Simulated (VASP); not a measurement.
Write the native input for VASP 6.6.1 that does the following.

```
Task                   : relaxation of cell and atoms
Functional             : PBE
Potentials or basis    : VASP PAW PBE potentials, release 64 (Al, P)
Cutoff                 : 600 eV
k mesh                 : 8 × 8 × 8
Occupations            : gaussian, width 0.1 eV
Spin                   : no spin polarisation
Dipole correction      : no
Further INCAR settings : ALGO = Normal; EDIFF = 1e-07; IBRION = 2; EDIFFG = -0.01; NSW = 100; ISIF = 3
```

The structure of Al2P3 lies in POSCAR:

```
Al2P3
1.0
    4.6390668289      0.0000000000      0.0000000000
    0.0000000000      4.6390668289      0.0000000000
    0.0000000000      0.0000000000      4.7726316958
Al P
2 3
Direct
    0.5000000000      0.0000000000      0.0000000000
    0.0000000000      0.5000000000      0.0000000000
    0.5000000000      0.0000000000      0.5000000000
    0.0000000000      0.5000000000      0.5000000000
    0.0000000000      0.0000000000      0.0000000000
```

These files were run (other wordings do the same):

INCAR

```
PREC = Accurate
ENCUT = 600
EDIFF = 1E-7
ISMEAR = 0
SIGMA = 0.1
LREAL = F
LASPH = T
NELM = 100
ALGO = Normal
ISIF = 3
LWAVE = F
LCHARG = F
GGA = PE
IBRION = 2
NSW = 100
EDIFFG = -0.01
```

KPOINTS

```
regular mesh
0
Gamma
  8 8 8
```

Potentials or basis: VASP PAW PBE potentials, release 64 (Al, P).

The run is started by

```sh
$ cat potpaw_PBE.64/Al/POTCAR potpaw_PBE.64/P/POTCAR > POTCAR
$ mpirun -np 1 vasp_std > vasp.out
```

Results of the run:

```yaml
Relaxed_volume: 20.66 Å³/atom
Relaxed_cell: a = 4.655 Å, b = 4.655 Å, c = 4.767 Å, α = 90.00°, β = 90.00°, γ = 90.00°
Space_group_after_relaxing_to_0.05_Å: P4/mmm (No. 123)
Energy_gained_by_relaxing: 0.2 meV/atom
Ionic_steps: 4
Pressure_after_relaxing: 0.0 GPa
```

Run time: 100 s on 1 thread of Intel(R) Xeon(R) 6975P-C (Granite Rapids), on a shared host, peak memory 0.31 GiB.
